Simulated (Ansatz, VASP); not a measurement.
Two plane-wave programs on PbO

File INCAR:

```
SYSTEM = PbO
  ALGO = Normal
  EDIFF = 1E-6
  ENCUT = 520
  GGA = PE
  ISIF = 2
  ISMEAR = 0
  LASPH = .True.
  LCHARG = .True.
  LELF = .True.
  LREAL = .False.
  LVHAR = .True.
  LWAVE = .False.
  NBANDS = 50
  NELM = 100
  PREC = Accurate
  SIGMA = 0.1
```

KPOINTS

```
k-points
0
Gamma
  4 4 4
  0 0 0
```

File POSCAR:

```
PbO
1.0
    5.7907900000      0.0000000000      0.0000000000
    0.0000000000      5.9551200000      0.0000000000
    0.0000000000      0.0000000000      5.4517000000
Pb O
4 4
Direct
    0.4740810000      0.2786270000      0.7524840000
    0.9740810000      0.7213730000      0.7524840000
    0.5259190000      0.7213730000      0.2524840000
    0.0259190000      0.2786270000      0.2524840000
    0.1156670000      0.3844770000      0.8670500000
    0.6156670000      0.6155230000      0.8670500000
    0.3843330000      0.3844770000      0.3670500000
    0.8843330000      0.6155230000      0.3670500000
```

Input for Ansatz:

```yaml
crystal:
  lattice:
    - [5.79079, 0.0, 0.0]
    - [0.0, 5.95512, 0.0]
    - [0.0, 0.0, 5.4517]
  atoms:
    - { symbol: Pb, position: [0.474081, 0.278627, 0.752484] }
    - { symbol: Pb, position: [0.974081, 0.721373, 0.752484] }
    - { symbol: Pb, position: [0.525919, 0.721373, 0.252484] }
    - { symbol: Pb, position: [0.025919, 0.278627, 0.252484] }
    - { symbol: O, position: [0.115667, 0.384477, 0.86705] }
    - { symbol: O, position: [0.615667, 0.615523, 0.86705] }
    - { symbol: O, position: [0.384333, 0.384477, 0.36705] }
    - { symbol: O, position: [0.884333, 0.615523, 0.36705] }
basis:
  ecutwfc: 420
kpoints:
  mp_grid: { grid: [4, 4, 4] }
hamiltonian:
  xc: pbe
scf:
  occupations: { method: gaussian, width: 0.1 }
  lower_state_search: "off"
output:
  forces: true
  stress: true
  eigenvalues: true
```

Alike in both runs: task single point; functional PBE; k mesh 4 × 4 × 4; occupations gaussian, width 0.1 eV; no spin polarisation.

|  | VASP | Ansatz |
| --- | --- | --- |
| version | VASP 6.6.1 | Ansatz 0.2.0 |
| potentials or method | VASP PAW PBE potentials, release 64 (Pb_d, O), cutoff 520 eV | scalar-relativistic, plane waves, PAW |
| valence electrons in the cell | 80 | 80 |

```tsv
	VASP	Ansatz	Ansatz less VASP
gap on the k mesh at the Fermi level (eV)	2.39	2.40	+0.002
least direct gap on the mesh (eV)	2.77	2.77	+0.006
pressure (GPa)	0.0	-0.1	-0.06
traceless stress, the component that is largest in VASP (GPa)	0.13	0.13	+0.004
rms of the force components (eV/Å)	0.032	0.040	+0.0083
```

Atom by atom the forces differ by 0.017 eV/Å (rms over components).

Spin-orbit coupling is off throughout.
